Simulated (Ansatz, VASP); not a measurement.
**Ca4Au in VASP and in Ansatz**

The input INCAR:

```
PREC     = Accurate       # precision mode
ENCUT    = 600            # plane-wave cutoff, eV
EDIFF    = 1E-6           # SCF threshold, eV
ISMEAR   = 0              # smearing method
SIGMA    = 0.1            # smearing width, eV
LREAL    = F              # projectors in reciprocal space
LASPH    = T              # aspherical terms in the spheres
NELM     = 60             # most SCF steps
ALGO     = Fast           # electronic algorithm
ISIF     = 3              # what is computed and relaxed
LWAVE    = F              # write WAVECAR
LCHARG   = F              # write CHGCAR
GGA      = PE             # functional
IBRION   = 2              # ionic algorithm
NSW      = 90             # ionic steps
EDIFFG   = -0.04          # ionic threshold
```

Contents of KPOINTS:

```
Automatic mesh
0
Gamma
  6 6 4
```

POSCAR

```
Ca4Au
1.0
    4.6810650200      0.0000000000      0.0000000000
   -2.3405325100      4.0539212200      0.0000000000
    0.0000000000      0.0000000000      6.2048946400
Ca Au
4 1
Direct
    0.3333333300      0.6666666700      0.7466203400
    0.3333333300      0.6666666700      0.2533796600
    0.6666666700      0.3333333300      0.2533796600
    0.6666666700      0.3333333300      0.7466203400
    0.0000000000      0.0000000000      0.0000000000
```

Input for Ansatz:

```yaml
crystal:
  lattice:
    - [4.68106502, 0.0, 0.0]
    - [-2.34053251, 4.05392122, 0.0]
    - [0.0, 0.0, 6.20489464]
  atoms:
    - { symbol: Ca, position: [0.33333333, 0.66666667, 0.74662034] }
    - { symbol: Ca, position: [0.33333333, 0.66666667, 0.25337966] }
    - { symbol: Ca, position: [0.66666667, 0.33333333, 0.25337966] }
    - { symbol: Ca, position: [0.66666667, 0.33333333, 0.74662034] }
    - { symbol: Au, position: [0.0, 0.0, 0.0] }
basis:
  ecutwfc: 420
kpoints:
  mp_grid: { grid: [6, 6, 4] }
hamiltonian:
  xc: pbe
scf:
  occupations: { method: gaussian, width: 0.1 }
  lower_state_search: "off"
output:
  forces: true
  stress: true
  eigenvalues: true
relax:
  adjacent_minimum: "off"
  f_tol: 0.04
  max_steps: 70
  cell: { stress_tol: 0.4 }
```

Alike in both runs: task relaxation of cell and atoms; functional PBE; k mesh 6 × 6 × 4; occupations gaussian, width 0.1 eV; no spin polarisation.

|  | VASP | Ansatz |
| --- | --- | --- |
| version | VASP 6.6.1 | Ansatz 0.2.0 |
| potentials or method | VASP PAW PBE potentials, release 64 (Ca_sv, Au), cutoff 600 eV | scalar-relativistic, plane waves, PAW |
| valence electrons in the cell | 51 | 59 |

```csv
,VASP,Ansatz,Ansatz less VASP
"gap on the k mesh at the Fermi level, each at its own relaxed structure (eV)",none,none,-
relaxed volume (Å³/atom),36.78,36.07,-0.710
relaxed length of the cell vector where the two differ most in proportion (Å),5.564,5.522,-0.0418
```

A gap of «none» marks a metal or a gap that the smearing closes. VASP's potentials hold 51 valence electrons a cell and Ansatz's 59, so a difference there can come from the potentials and not from the codes.

Spin-orbit coupling is off throughout. Noted on VASP's run: the volume moved by over 15 % at a fixed basis, so the end points are rough.
